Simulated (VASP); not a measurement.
# BeCdRe (P4/nmm) in VASP: further runs

Runs on BeCdRe. Level: PBE. Tasks: single point.

All numbers are computed with VASP 6.6.1; they aren't measurements. Logs are shortened: lines on timing, memory, paths and dates and some standing lists are left out, and cuts for length are marked.

**1. The cell of the first run**

It takes space group P4/nmm (No. 129, tetragonal). Conventional cell: a = 3.629 Å, b = 3.629 Å, c = 6.387 Å, α = 90.00°, β = 90.00°, γ = 90.00°. Be (site symmetry 4mm) has 4 Re at 2.24 Å and 5 Cd at 2.73 to 2.83 Å within 3.0 Å. Cd (site symmetry 4mm) has 6 Be at 2.73 to 3.56 Å and 4 Re at 2.89 Å and 4 Cd at 3.19 Å within 3.6 Å. Within 3.0 Å of Re (site symmetry -4m2) lie 4 Be at 2.24 Å and 4 Re at 2.57 Å and 4 Cd at 2.89 Å.

**2. Single point, PBE**

Contents of INCAR:

```
  PREC = Accurate
  ENCUT = 520
  EDIFF = 1E-6
  ISMEAR = 0
  SIGMA = 0.1
  LREAL = F
  LASPH = T
  NELM = 80
  ALGO = Fast
  ISIF = 2
  LWAVE = F
  LCHARG = F
  GGA = PE
  NBANDS = 30
```

Contents of KPOINTS:

```
Automatic mesh
0
Gamma
  6 6 4
```

Contents of POSCAR:

```
BeCdRe
1.0
    3.6292901268      0.0000000000      0.0000000000
    0.0000000000      3.6292901268      0.0000000000
    0.0000000000      0.0000000000      6.3870980888
Be Cd Re
2 2 2
Direct
    0.5000000000      0.0000000000      0.2055000000
    0.0000000000      0.5000000000      0.7945000000
    0.5000000000      0.0000000000      0.6485000000
    0.0000000000      0.5000000000      0.3515000000
    0.0000000000      0.0000000000      0.0000000000
    0.5000000000      0.5000000000      0.0000000000
```

Potentials or basis: VASP PAW PBE potentials, release 64 (Be, Cd, Re).

Launch:

```bash
cat potpaw_PBE.64/Be/POTCAR potpaw_PBE.64/Cd/POTCAR potpaw_PBE.64/Re/POTCAR > POTCAR
mpirun -np 1 vasp_std > vasp.out
```

OUTCAR:

```text
PREC = Accurate
   ENCUT = 520
   EDIFF = 1E-6
   ISMEAR = 0
   LREAL = F
   LASPH = T
   NELM = 80
   ISIF = 2
   GGA = PE

 ion  position               nearest neighbor table
   1  0.500  0.000  0.206-   5 2.24   6 2.24   6 2.24   5 2.24   4 2.73   4 2.73   4 2.73   4 2.73
                             3 2.83
   2  0.000  0.500  0.794-   5 2.24   6 2.24   5 2.24   6 2.24   3 2.73   3 2.73   3 2.73   3 2.73
                             4 2.83
   3  0.500  0.000  0.648-   2 2.73   2 2.73   2 2.73   2 2.73   1 2.83   6 2.89   6 2.89   5 2.89
                             5 2.89   4 3.19   4 3.19   4 3.19   4 3.19
   4  0.000  0.500  0.352-   1 2.73   1 2.73   1 2.73   1 2.73   2 2.83   5 2.89   6 2.89   6 2.89
                             5 2.89   3 3.19   3 3.19   3 3.19   3 3.19
   5  0.000  0.000  0.000-   1 2.24   2 2.24   2 2.24   1 2.24   6 2.57   6 2.57   6 2.57   6 2.57
                             4 2.89   3 2.89   4 2.89   3 2.89
   6  0.500  0.500  0.000-   1 2.24   2 2.24   1 2.24   2 2.24   5 2.57   5 2.57   5 2.57   5 2.57
                             4 2.89   4 2.89   3 2.89   3 2.89

  LATTYP: Found a simple tetragonal cell.
 ALAT       =     3.6292901268
 C/A-ratio  =     1.7598753105

  Lattice vectors:

 A1 = (   3.6292901268,   0.0000000000,   0.0000000000)
 A2 = (   0.0000000000,   3.6292901268,   0.0000000000)
 A3 = (   0.0000000000,   0.0000000000,   6.3870980888)

Analysis of symmetry for initial positions (statically):
=====================================================================
 Subroutine PRICEL returns:
 Original cell was already a primitive cell.

 Routine SETGRP: Setting up the symmetry group for a
 simple tetragonal supercell.

 Subroutine GETGRP returns: Found 16 space group operations
 (whereof  8 operations were pure point group operations)
 out of a pool of 16 trial point group operations.

The static configuration has the point symmetry D_2d.
 The point group associated with its full space group is D_4h.

Analysis of symmetry for dynamics (positions and initial velocities):
=====================================================================
 Subroutine PRICEL returns:
 Original cell was already a primitive cell.

 Routine SETGRP: Setting up the symmetry group for a
 simple tetragonal supercell.

 Subroutine GETGRP returns: Found 16 space group operations
 (whereof  8 operations were pure point group operations)
 out of a pool of 16 trial point group operations.

The dynamic configuration has the point symmetry D_2d.
 The point group associated with its full space group is D_4h.

 Subroutine INISYM returns: Found 16 space group operations
 (whereof  8 operations are pure point group operations),
 and found     1 'primitive' translations

----------------------------------------------------------------------------------------

                                     Primitive cell

  volume of cell :      84.1292

  direct lattice vectors                    reciprocal lattice vectors
     3.629290127  0.000000000  0.000000000     0.275535977  0.000000000  0.000000000
     0.000000000  3.629290127  0.000000000     0.000000000  0.275535977  0.000000000
     0.000000000  0.000000000  6.387098089     0.000000000  0.000000000  0.156565624

  length of vectors
     3.629290127  3.629290127  6.387098089     0.275535977  0.275535977  0.156565624

  position of ions in fractional coordinates (direct lattice)
     0.500000000  0.000000000  0.205500000
     0.000000000  0.500000000  0.794500000
     0.500000000  0.000000000  0.648500000
     0.000000000  0.500000000  0.351500000
     0.000000000  0.000000000  0.000000000
     0.500000000  0.500000000  0.000000000

  ion indices of the primitive-cell ions
   primitive index   ion index
                 1           1
                 2           2
                 3           3
                 4           4
                 5           5
                 6           6

----------------------------------------------------------------------------------------

 KPOINTS: Automatic mesh

Automatic generation of k-mesh.
 Grid dimensions read from file:
 generate k-points for:    6    6    4

 Generating k-lattice:

  Cartesian coordinates                     Fractional coordinates (reciprocal lattice)
     0.045922663  0.000000000  0.000000000     0.166666667  0.000000000  0.000000000
     0.000000000  0.045922663  0.000000000     0.000000000  0.166666667  0.000000000
     0.000000000  0.000000000  0.039141406     0.000000000  0.000000000  0.250000000

  Length of vectors
     0.045922663  0.045922663  0.039141406

  Shift w.r.t. Gamma in fractional coordinates (k-lattice)
     0.000000000  0.000000000  0.000000000

 Subroutine IBZKPT returns following result:
 ===========================================

 Found     30 irreducible k-points:

 Following reciprocal coordinates:
            Coordinates               Weight
  0.000000  0.000000  0.000000      1.000000
  0.166667  0.000000  0.000000      4.000000
  0.333333  0.000000  0.000000      4.000000
  0.500000  0.000000  0.000000      2.000000
  0.166667  0.166667  0.000000      4.000000
  0.333333  0.166667  0.000000      8.000000
[... 16 lines left out ...]
  0.333333  0.000000  0.500000      4.000000
  0.500000  0.000000  0.500000      2.000000
 [... further k-points ...]
   k-points           NKPTS =     30   k-points in BZ     NKDIM =     30   number of bands    NBANDS=     30
   number of dos      NEDOS =    301   number of ions     NIONS =      6
   total plane-waves  NPLWV =  37632
   dimension x,y,z NGX =    28 NGY =   28 NGZ =   48
   dimension x,y,z NGXF=    56 NGYF=   56 NGZF=   96
   ions per type =               2   2   2
   NGX,Y,Z   is equivalent  to a cutoff of  12.83, 12.83, 12.49 a.u.
   NGXF,Y,Z  is equivalent  to a cutoff of  25.65, 25.65, 24.99 a.u.
 SYSTEM =  unknown system
   PREC   = accura    normal or accurate (medium, high low for compatibility)
   ISTART =      0    job   : 0-new  1-cont  2-samecut
   ICHARG =      2    charge: 1-file 2-atom 10-const
   ISPIN  =      1    spin polarized calculation?
   LNONCOLLINEAR =      F non collinear calculations
   LSORBIT =      F    spin-orbit coupling
   LASPH  =      T    aspherical Exc in radial PAW
   ENCUT  =  520.0 eV  38.22 Ry    6.18 a.u.   6.75  6.75 11.88*2*pi/ulx,y,z
   NELM   =     80;   NELMIN=  2; NELMDL= -5     # of ELM steps
   EDIFF  = 0.1E-05   stopping-criterion for ELM
   LREAL  =      F    real-space projection
   EDIFFG = 0.1E-04   stopping-criterion for IOM
   NSW    =      0    number of steps for IOM
   IBRION =     -1    ionic relax: 0-MD 1-quasi-New 2-CG
   NFREE  =      0    steps in history (QN), initial steepest desc. (CG)
   ISIF   =      2    stress and relaxation
   ISYM   =      2    0-nonsym 1-usesym 2-fastsym
   POTIM  = 0.5000    time-step for ionic-motion
   TEBEG  =    0.0;   TEEND  =   0.0 temperature during run
   PSTRESS=    0.0 pullay stress
   NELECT =      42.0000    total number of electrons
   NUPDOWN=      -1.0000    fix difference up-down
   EMIN   =  10.00;   EMAX   =-10.00  energy-range for DOS
   EFERMI =   0.00;   METHOD = LEGACY
   ISMEAR =     0;   SIGMA  =   0.10  broadening in eV -4-tet -1-fermi 0-gaus
   EFERMI_NEDOS =   21; number of points for ismear=-14 and -15
   IALGO  =     68    algorithm
   IMIX   =      4    mixing-type and parameters
     AMIX     =   0.40;   BMIX     =  1.00
     AMIX_MAG =   1.60;   BMIX_MAG =  1.00
  volume/ion in A,a.u.               =      14.02        94.62
  Fermi-wavevector in a.u.,A,eV,Ry     =   1.298700  2.454188 22.947892  1.686622
  Thomas-Fermi vector in A             =   2.430012
   LORBIT       =      0    0 simple, 1 ext, 2 COOP (PROOUT), +10 PAW based schemes
   GGA     = PE    functional components
   LHFCALC =     F    Hartree Fock is set to
   AEXX    =    0.0000 exact exchange contribution
   IVDW    =     0    specifies the selected vdW correction
   LEPSILON=     F    determine dielectric tensor
   LRPA    =     F    only Hartree local field effects (RPA)
 non-spin polarized calculation
 RMM-DIIS sequential band-by-band and
 Gauss-broadening in eV      SIGMA  =   0.10
  energy-cutoff  :      520.00
  volume of cell :       84.13
 maximum number of plane-waves:      2292
 NGX is ok and might be reduce to    28
   NGX = 13   NGY = 13   NGZ = 23

 number of electron      42.0000001 magnetization

 Free energy of the ion-electron system (eV)
  ---------------------------------------------------
  ext. energy  EPLUGINS =         0.00000000
  ---------------------------------------------------
  free energy    TOTEN  =       -30.33990193 eV

  energy without entropy =      -30.32560089  energy(sigma->0) =      -30.33275141

 E-fermi :   5.7008     XC(G=0): -12.0636

 val. band max:        5.6958097052   @ k =   0.0000   0.0000   0.0000
 cond. band min:       5.7241503190   @ k =   0.3333   0.1667   0.5000
 fundamental gap:      0.0283406139
 Fermi energy:         5.7007655638

 k-point     1 :       0.0000    0.0000    0.0000
  band No.  band energies     occupation
      1      -4.6374      2.00000
      2      -3.7747      2.00000
      3      -3.5762      2.00000
      4      -3.2763      2.00000
      5      -3.2763      2.00000
      6      -3.1456      2.00000
[... 22 lines left out ...]
     29      13.1986      0.00000
     30      13.2211      0.00000

 k-point     2 :       0.1667    0.0000    0.0000
  band No.  band energies     occupation
      1      -4.2507      2.00000
      2      -3.6864      2.00000
      3      -3.5027      2.00000
      4      -3.3044      2.00000
      5      -3.2995      2.00000
      6      -3.2891      2.00000
[... 22 lines left out ...]
     29      12.6519      0.00000
     30      13.3976      0.00000

 k-point     3 :       0.3333    0.0000    0.0000
  band No.  band energies     occupation
      1      -3.5623      2.00000
      2      -3.5355      2.00000
      3      -3.4146      2.00000
      4      -3.3494      2.00000
      5      -3.3208      2.00000
      6      -3.2908      2.00000
[... 22 lines left out ...]
     29      13.2447      0.00000
     30      13.4982      0.00000

 k-point     4 :       0.5000    0.0000    0.0000
  band No.  band energies     occupation
      1      -3.5097      2.00000
      2      -3.5097      2.00000
      3      -3.4218      2.00000
      4      -3.4218      2.00000
      5      -3.2250      2.00000
      6      -3.2250      2.00000
[... 22 lines left out ...]
     29      13.2202      0.00000
     30      13.2203      0.00000

 k-point     5 :       0.1667    0.1667    0.0000
  band No.  band energies     occupation
      1      -3.9701      2.00000
      2      -3.5997      2.00000
      3      -3.4359      2.00000
      4      -3.3664      2.00000
      5      -3.3514      2.00000
      6      -3.2828      2.00000
[... 22 lines left out ...]
     29      12.6830      0.00000
     30      12.7839      0.00000
[... 526 lines left out ...]
     29      12.0144      0.00000
     30      13.0098      0.00000

 k-point    22 :       0.1667    0.0000    0.5000
  band No.  band energies     occupation
      1      -4.0004      2.00000
      2      -3.6379      2.00000
      3      -3.4034      2.00000
      4      -3.3795      2.00000
      5      -3.2725      2.00000
      6      -3.2170      2.00000
[... 22 lines left out ...]
     29      11.6564      0.00000
     30      13.0300      0.00000

 k-point    23 :       0.3333    0.0000    0.5000
  band No.  band energies     occupation
      1      -3.7309      2.00000
      2      -3.4732      2.00000
      3      -3.4453      2.00000
      4      -3.3563      2.00000
      5      -3.3355      2.00000
      6      -3.1848      2.00000
[... 22 lines left out ...]
     29      12.0321      0.00000
     30      12.0989      0.00000

 k-point    24 :       0.5000    0.0000    0.5000
  band No.  band energies     occupation
      1      -3.6251      2.00000
      2      -3.6251      2.00000
      3      -3.3739      2.00000
      4      -3.3739      2.00000
      5      -3.2623      2.00000
      6      -3.2623      2.00000
[... 22 lines left out ...]
     29      12.7392      0.00000
     30      12.7403      0.00000

 [... further k-points ...]

------------------------ aborting loop because EDIFF is reached ----------------------------------------

  FORCE on cell =-STRESS in cart. coord.  units (eV):
  Direction    XX          YY          ZZ          XY          YZ          ZX
  --------------------------------------------------------------------------------------
  -------------------------------------------------------------------------------------
  Total       14.0881657     14.0881657     15.3756934      0.0000000      0.0000000      0.0000000
  in kB      268.2983935    268.2983935    292.8183796      0.0000000      0.0000000      0.0000000
  external PRESSURE =     276.4717222 kB  Pullay stress =       0.0000000 kB

 VOLUME and BASIS-vectors are now :
 -----------------------------------------------------------------------------
  energy-cutoff  :      520.00
  volume of cell :       84.13
      direct lattice vectors                 reciprocal lattice vectors
     3.629290127  0.000000000  0.000000000     0.275535977  0.000000000  0.000000000
     0.000000000  3.629290127  0.000000000     0.000000000  0.275535977  0.000000000
     0.000000000  0.000000000  6.387098089     0.000000000  0.000000000  0.156565624

 POSITION                                       TOTAL-FORCE (eV/Angst)
 -----------------------------------------------------------------------------------
      1.81465      0.00000      1.31255         0.000000      0.000000      2.887220
      0.00000      1.81465      5.07455         0.000000     -0.000000     -2.887220
      1.81465      0.00000      4.14203        -0.000000      0.000000     -1.417681
      0.00000      1.81465      2.24506         0.000000      0.000000      1.417681
      0.00000      0.00000      0.00000         0.000000     -0.000000      0.000000
      1.81465      1.81465      0.00000         0.000000      0.000000      0.000000
 -----------------------------------------------------------------------------------
    total drift:                                0.000000      0.000000     -0.000000

  FREE ENERGIE OF THE ION-ELECTRON SYSTEM (eV)
  ---------------------------------------------------
  free  energy   TOTEN  =       -30.3399019332 eV

  energy  without entropy=      -30.3256008875  energy(sigma->0) =      -30.33275141
```

Wall time 40 s (1 thread of Intel Xeon 6975P-C (Granite Rapids), shared host); peak memory 0.22 GiB.

Results:

| Quantity | Value |
| --- | --- |
| Free energy | -30.3399 eV |
| Pressure | 27.6 GPa |
| Largest force | 2.887 eV/Å |
| Band gap on the k mesh | zero (band 21 reaches 6.69 eV, above the bottom of band 22 at 4.32 eV) |

Forces in eV/Å, atoms in the order of the input:
```
Be   0.000  0.000  2.887
Be   0.000  0.000 -2.887
Cd   0.000  0.000 -1.418
Cd   0.000  0.000  1.418
Re   0.000  0.000  0.000
Re   0.000  0.000  0.000
```

Stress tensor (GPa, compression positive):
```
26.83  0.00  0.00
 0.00 26.83  0.00
 0.00  0.00 29.28
```

Caveat: spin-orbit coupling is left out, which moves the levels of the heavy elements; forces of over 1 eV/Å act on the atoms, so gaps and moduli don't describe the material at rest.

[end of part 1 of 2]
